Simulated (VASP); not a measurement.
Set up this calculation in VASP 6.6.1, as the native input.

* Task: single point
* Functional: r2SCAN
* Potentials or basis: VASP PAW PBE potentials, release 64 (Ti_sv, Te)
* Cutoff: 520 eV
* k mesh: 12 × 12 × 8
* Occupations: gaussian, width 0.1 eV
* Spin: no spin polarisation
* Dipole correction: no
* Further INCAR settings: ALGO = Normal; EDIFF = 1e-07; NBANDS = 19

The system is TiTe2.

```xyz
3
Lattice="3.8002 0.0000 0.0000 -1.9001 3.2911 0.0000 0.0000 0.0000 6.8981" Properties=species:S:1:pos:R:3 pbc="T T T"
Ti    0.0000    0.0000    0.0000
Te    1.9001    1.0970    1.6991
Te    0.0000    2.1941    5.1989
```

The input as run:

POSCAR

```
TiTe2
1.0
    3.8002426009      0.0000000000      0.0000000000
   -1.9001213005      3.2911066330      0.0000000000
    0.0000000000      0.0000000000      6.8980729996
Ti Te
1 2
Direct
    0.0000000000      0.0000000000      0.0000000000
    0.6666666667      0.3333333333      0.2463195005
    0.3333333333      0.6666666667      0.7536804995
```

INCAR.step1

```
SYSTEM = TiTe2
ALGO = Normal ; EDIFF = 1E-4
ENCUT = 520 ; GGA = PE
ISMEAR = 0 ; LASPH = .True.
LCHARG = .False. ; LREAL = .False.
LWAVE = .True. ; NBANDS = 19
NELM = 80 ; PREC = Accurate
SIGMA = 0.1
```

INCAR.step2

```
SYSTEM = TiTe2
ALGO = Normal ; EDIFF = 1E-7
ENCUT = 520 ; ISIF = 2
ISMEAR = 0 ; ISTART = 1
LASPH = .True. ; LCHARG = .True.
LELF = .True. ; LMIXTAU = .True.
LREAL = .False. ; LVHAR = .True.
LWAVE = .False. ; METAGGA = R2SCAN
NBANDS = 19 ; NELM = 80
PREC = Accurate ; SIGMA = 0.1
```

KPOINTS

```
k-points
0
Gamma
  12 12 8
  0 0 0
```

Potentials or basis: VASP PAW PBE potentials, release 64 (Ti_sv, Te).

Command:

```bash
$ cat potpaw_PBE.64/Ti_sv/POTCAR potpaw_PBE.64/Te/POTCAR > POTCAR
$ cp INCAR.step1 INCAR
$ mpirun -np 1 vasp_std > vasp.out
$ cp INCAR.step2 INCAR
$ mpirun -np 1 vasp_std > vasp.out
```

It gave:

```yaml
Pressure: 0.1 GPa
Largest_force: 0.018 eV/Å
Band_gap_on_the_k_mesh: zero (bands 12 and 13 overlap by 0.53 eV)
```

Caveat: the PAW data sets were made with another functional, which shifts forces and pressure a little; spin-orbit coupling is left out, which moves the levels of the heavy elements.

Wall time 6 min on 1 thread of Intel(R) Xeon(R) 6975P-C (Granite Rapids) (shared host), peak memory 0.36 GiB.
